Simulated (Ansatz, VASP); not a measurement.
**CoSi: VASP beside Ansatz**

File INCAR:

```
ALGO = Normal ; EDIFF = 1E-6
ENCUT = 520 ; GGA = PS
ISIF = 2 ; ISMEAR = 0
LASPH = T ; LCHARG = F
LREAL = F ; LWAVE = F
NBANDS = 36 ; NELM = 100
PREC = Accurate ; SIGMA = 0.15
```

KPOINTS

```
k-points
0
Gamma
  10 10 10
```

The input POSCAR:

```
CoSi
1.0
    4.3858255225      0.0000000000      0.0000000000
    0.0000000000      4.3858255225      0.0000000000
    0.0000000000      0.0000000000      4.3858255225
Co Si
4 4
Direct
    0.1456446743      0.1456446743      0.1228439497
    0.3543553257      0.8543553257      0.6228439497
    0.6456446743      0.3543553257      0.8315546011
    0.8543553257      0.6456446743      0.3315546011
    0.8433288496      0.8433288496      0.8433288496
    0.6566711504      0.1566711504      0.3433288496
    0.3433288496      0.6566711504      0.1566711504
    0.1566711504      0.3433288496      0.6566711504
```

Input for Ansatz:

```yaml
crystal:
  lattice:
    - [4.3858255225, 0.0, 0.0]
    - [0.0, 4.3858255225, 0.0]
    - [0.0, 0.0, 4.3858255225]
  atoms:
    - { symbol: Co, position: [0.1456446743, 0.1456446743, 0.1228439497] }
    - { symbol: Co, position: [0.3543553257, 0.8543553257, 0.6228439497] }
    - { symbol: Co, position: [0.6456446743, 0.3543553257, 0.8315546011] }
    - { symbol: Co, position: [0.8543553257, 0.6456446743, 0.3315546011] }
    - { symbol: Si, position: [0.8433288496, 0.8433288496, 0.8433288496] }
    - { symbol: Si, position: [0.6566711504, 0.1566711504, 0.3433288496] }
    - { symbol: Si, position: [0.3433288496, 0.6566711504, 0.1566711504] }
    - { symbol: Si, position: [0.1566711504, 0.3433288496, 0.6566711504] }
basis:
  ecutwfc: 420
kpoints:
  mp_grid: { grid: [10, 10, 10] }
hamiltonian:
  xc: pbesol
scf:
  occupations: { method: gaussian, width: 0.15 }
output:
  forces: true
  stress: true
  eigenvalues: true
  write_density: true
  write_potential: true
  elf: true
  volumetric_format: npy
```

Change from the starting cell: all Co atoms moved -0.100 Å, as atom 1 along Cartesian [0 0 1].

Alike in both runs: task single point; functional PBEsol; k mesh 10 × 10 × 10; occupations gaussian, width 0.15 eV; no spin polarisation.

|  | VASP | Ansatz |
| --- | --- | --- |
| version | VASP 6.6.1 | Ansatz 0.2.0 |
| potentials or method | VASP PAW PBE potentials, release 64 (Co, Si), cutoff 520 eV | scalar-relativistic, plane waves, PAW |
| valence electrons in the cell | 52 | 84 |

Ansatz gave:

```
gap on the k mesh at the Fermi level (eV)                     : none
pressure (GPa)                                                : 1.0
traceless stress, the component that is largest in VASP (GPa) : 1.31
rms of the force components (eV/Å)                            : 0.523
```

Problem. What did VASP give for the same quantities?

Solution. gap on the k mesh at the Fermi level (eV): none; pressure (GPa): 1.3; traceless stress, the component that is largest in VASP (GPa): 1.35; rms of the force components (eV/Å): 0.532.

VASP's potentials were made for PBE, not for PBEsol. Atom by atom the forces differ by 0.010 eV/Å (rms over components). A gap of «none» marks a metal or a gap that the smearing closes. VASP's potentials hold 52 valence electrons a cell and Ansatz's 84, so a difference there can come from the potentials and not from the codes.
